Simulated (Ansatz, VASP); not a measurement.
**In: VASP beside Ansatz**

```
CELL_PARAMETERS angstrom
-1.87067 1.87067 1.87067
1.87067 -1.87067 1.87067
1.87067 1.87067 -1.87067
ATOMIC_POSITIONS crystal
In 0.00000 0.00000 0.00000
```

Alike in both runs: task single point; functional PBE; k mesh 16 × 16 × 16; occupations gaussian, width 0.1 eV; no spin polarisation.

|  | VASP | Ansatz |
| --- | --- | --- |
| version | VASP 6.6.1 | Ansatz 0.2.0 |
| potentials or method | VASP PAW PBE potentials, release 64 (In_d), cutoff 520 eV | scalar-relativistic, plane waves, PAW |
| valence electrons in the cell | 13 | 13 |

|  | VASP | Ansatz | Ansatz less VASP |
| --- | --- | --- | --- |
| gap on the k mesh at the Fermi level (eV) | none | none | - |
| pressure (GPa) | 2.4 | 2.5 | +0.04 |

A gap of «none» marks a metal or a gap that the smearing closes.
